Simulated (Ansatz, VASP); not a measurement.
## MnSn3 in VASP and in Ansatz

Contents of INCAR:

```
SYSTEM = MnSn3
PREC = Accurate ; ENCUT = 520
EDIFF = 1E-7 ; ISMEAR = 0
SIGMA = 0.1 ; LREAL = .FALSE.
LASPH = .TRUE. ; NELM = 150
ALGO = Fast ; ISIF = 2
LWAVE = .FALSE. ; LCHARG = .FALSE.
ISPIN = 2 ; MAGMOM = 0 0 0 4
LORBIT = 11 ; LMAXMIX = 4
GGA = PS ; NBANDS = 40
```

The input KPOINTS:

```
Automatic mesh
0
G
  4 4 4
  0 0 0
```

Contents of POSCAR:

```
MnSn3
1.0
    4.2763074099      0.0000000000      0.0000000000
    0.0000000000      4.2763074099      0.0000000000
    0.0000000000      0.0000000000      4.2763074099
Sn Mn
3 1
Direct
    0.0000000000      0.5000000000      0.5000000000
    0.5000000000      0.0000000000      0.5000000000
    0.5000000000      0.5000000000      0.0000000000
    0.0000000000      0.0000000000      0.0000000000
```

Input for Ansatz:

```yaml
crystal:
  lattice:
    - [4.2763074099, 0.0, 0.0]
    - [0.0, 4.2763074099, 0.0]
    - [0.0, 0.0, 4.2763074099]
  atoms:
    - { symbol: Sn, position: [0.0, 0.5, 0.5] }
    - { symbol: Sn, position: [0.5, 0.0, 0.5] }
    - { symbol: Sn, position: [0.5, 0.5, 0.0] }
    - { symbol: Mn, position: [0.0, 0.0, 0.0], spin: 4.0 }
basis:
  ecutwfc: 420
kpoints:
  mp_grid: { grid: [4, 4, 4] }
hamiltonian:
  xc: pbesol
scf:
  occupations: { method: gaussian, width: 0.1 }
  lower_state_search: "off"
output:
  forces: true
  stress: true
  eigenvalues: true
  populations: true
magnetization:
  spin_polarized: true
```

Alike in both runs: task single point; functional PBEsol; k mesh 4 × 4 × 4; occupations gaussian, width 0.1 eV; collinear spin.

```csv
,VASP,Ansatz
version,VASP 6.6.1,Ansatz 0.2.0
potentials or method,"VASP PAW PBE potentials, release 64 (Sn_d, Mn_pv), cutoff 520 eV","scalar-relativistic, plane waves, PAW"
valence electrons in the cell,55,57
```

```tsv
	VASP	Ansatz	Ansatz less VASP
gap on the k mesh at the Fermi level (eV)	none	none	-
pressure (GPa)	12.9	12.9	+0.02
net moment per atom (μB)	0.92	0.92	+0.002
size of the moment on the site where the two differ most (μB)	3.57	3.68	+0.115
```

VASP's potentials were made for PBE, not for PBEsol. Site moments also hang on the region over which each program counts them. A gap of «none» marks a metal or a gap that the smearing closes. VASP's potentials hold 55 valence electrons a cell and Ansatz's 57, so a difference there can come from the potentials and not from the codes.

The k mesh is coarse, so the values compare programs but aren't converged.
